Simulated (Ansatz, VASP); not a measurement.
## One calculation of SrCl2, two programs

Contents of INCAR:

```
  PREC = Accurate
  ENCUT = 520
  EDIFF = 1E-6
  ISMEAR = -1
  SIGMA = 0.02
  LREAL = False
  LASPH = True
  NELM = 80
  ALGO = Normal
  ISIF = 2
  LWAVE = False
  LCHARG = False
  GGA = PE
  NBANDS = 19
```

The input KPOINTS:

```
regular mesh
0
Gamma
  6 6 6
```

Contents of POSCAR:

```
SrCl2
1.0
    0.0000000000      3.4649375496      3.4649375496
    3.4649375496      0.0000000000      3.4649375496
    3.4649375496      3.4649375496      0.0000000000
Sr Cl
1 2
Direct
    0.0000000000      0.0000000000      0.0000000000
    0.2500000000      0.2500000000      0.2500000000
    0.7500000000      0.7500000000      0.7500000000
```

Input for Ansatz:

```yaml
crystal:
  lattice:
    - [0.0, 3.464937549602822, 3.464937549602822]
    - [3.464937549602822, 0.0, 3.464937549602822]
    - [3.464937549602822, 3.464937549602822, 0.0]
  atoms:
    - { symbol: Sr, position: [0.0, 0.0, 0.0] }
    - { symbol: Cl, position: [0.25, 0.25, 0.25] }
    - { symbol: Cl, position: [0.75, 0.75, 0.75] }
basis:
  ecutwfc: 500.0
kpoints:
  mp_grid:
    grid: [6, 6, 6]
scf:
  convergence:
    dr2_threshold: 1.0e-10
  occupations:
    method: fermi_dirac
    width: 0.02
output:
  stress: true
```

Alike in both runs: task single point; functional PBE; k mesh 6 × 6 × 6; occupations fermi-dirac, width 0.02 eV; no spin polarisation.

|  | VASP | Ansatz |
| --- | --- | --- |
| version | VASP 6.6.1 | Ansatz 0.2.0 |
| potentials or method | VASP PAW PBE potentials, release 64 (Sr_sv, Cl), cutoff 520 eV | plane waves, PAW |
| valence electrons in the cell | 24 | 24 |

```csv
,VASP,Ansatz,Ansatz less VASP
pressure (GPa),1.9,1.8,-0.09
```

With one functional, cell and mesh, what is left measures potentials, basis and numerics.
